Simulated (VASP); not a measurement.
# CuO: single point with BLYP

The system is CuO.

```
Cu O
1.0
     2.45283    1.77107    0.00261
     2.42090   -1.72737   -0.01589
     0.89886   -0.01942   -5.10270
Cu O
2 2
Direct
  0.55004 0.99068 0.97023
  0.03228 0.52968 0.54105
  0.40746 0.63545 0.73951
  0.61147 0.35604 0.24531
```

```
Program                : VASP 6.6.1
Task                   : single point
Functional             : BLYP
Potentials or basis    : VASP PAW PBE potentials, release 64 (Cu, O)
Cutoff                 : 520 eV
k mesh                 : 6 × 6 × 4, shifted
Occupations            : methfessel-paxton, width 0.1174 eV
Spin                   : no spin polarisation
Dipole correction      : no
Further INCAR settings : ALGO = Normal; EDIFF = 1e-07; NBANDS = 25
```

```
Pressure               : 6.4 GPa
Largest force          : 4.403 eV/Å
Band gap on the k mesh : zero (bands 17 and 18 overlap by 0.30 eV)
```

Forces in eV/Å, atoms in the order of the input:
```
Cu   0.277 -0.353 -2.350
Cu  -2.292 -0.519  3.724
O    1.446  1.439 -1.350
O    0.569 -0.567 -0.025
```

Stress tensor (GPa, compression positive):
```
11.89  4.28 -8.33
 4.28  4.61 -1.30
-8.33 -1.30  2.58
```

Levels at points of the mesh, in eV from the Fermi level:
| k point | band 14 | band 15 | band 16 | band 17 | band 18 | band 19 | band 20 | band 21 |
| --- | --- | --- | --- | --- | --- | --- | --- | --- |
| (0.08, 0.00, 0.00) | -1.71 | -1.54 | -0.93 | 0.16 | 0.77 | 1.91 | 6.46 | 7.96 |

Run time: 2.6 min on 1 thread of Intel Xeon 8259CL (shared host), peak memory 0.2 GiB.

Caveat: the k points lie up to 0.37 Å⁻¹ apart; semilocal functionals underestimate gaps, and a narrow one can read as zero; the PAW data sets were made with another functional, which shifts forces and pressure a little; semilocal functionals often make such compounds metallic where correlation or magnetic order opens a gap, which also shifts bond lengths. With open d or f shells a metallic result of BLYP can be an artefact of self-interaction; +U or a hybrid may open a gap.
